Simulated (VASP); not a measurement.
A run of VASP 6.6.1:

Contents of INCAR:

```
PREC     = Accurate       # precision mode
ENCUT    = 600            # plane-wave cutoff, eV
EDIFF    = 1E-8           # SCF threshold, eV
ISMEAR   = 0              # smearing method
SIGMA    = 0.01           # smearing width, eV
LREAL    = False          # projectors in reciprocal space
LASPH    = True           # aspherical terms in the spheres
NELM     = 120            # most SCF steps
ALGO     = Normal         # electronic algorithm
ISIF     = 2              # what is computed and relaxed
LWAVE    = False          # write WAVECAR
LCHARG   = True           # write CHGCAR
GGA      = PE             # functional
IBRION   = 8              # ionic algorithm
NSW      = 1              # ionic steps
LEPSILON = True           # dielectric tensor by DFPT
GGA_COMPAT= False
```

The input KPOINTS:

```
regular mesh
0
Gamma
  6 6 6
```

POSCAR

```
ZrO2
1.0
    3.5858644711      0.0000000000      0.0000000000
    0.0000000000      3.5858644711      0.0000000000
    0.0000000000      0.0000000000      5.1775495480
Zr O
2 4
Direct
    0.0000000000      0.0000000000      0.0000000000
    0.5000000000      0.5000000000      0.5000000000
    0.0000000000      0.5000000000      0.2019983766
    0.0000000000      0.5000000000      0.7019983766
    0.5000000000      0.0000000000      0.2980016234
    0.5000000000      0.0000000000      0.7980016234
```

Potentials or basis: VASP PAW PBE potentials, release 64 (Zr_sv, O).

The run is started by

```bash
$ cat potpaw_PBE.64/Zr_sv/POTCAR potpaw_PBE.64/O/POTCAR > POTCAR
$ mpirun -np 1 vasp_std > vasp.out
```

Hardware: 1 thread of Oxide Virtual Turin-like Processor (shared host).

Problem. Estimate the wall time of this run.

Solution. It took 71 min on 1 thread of Oxide Virtual Turin-like Processor (shared host), peak memory 0.55 GiB. Counts: scf iterations 408, k points 40.
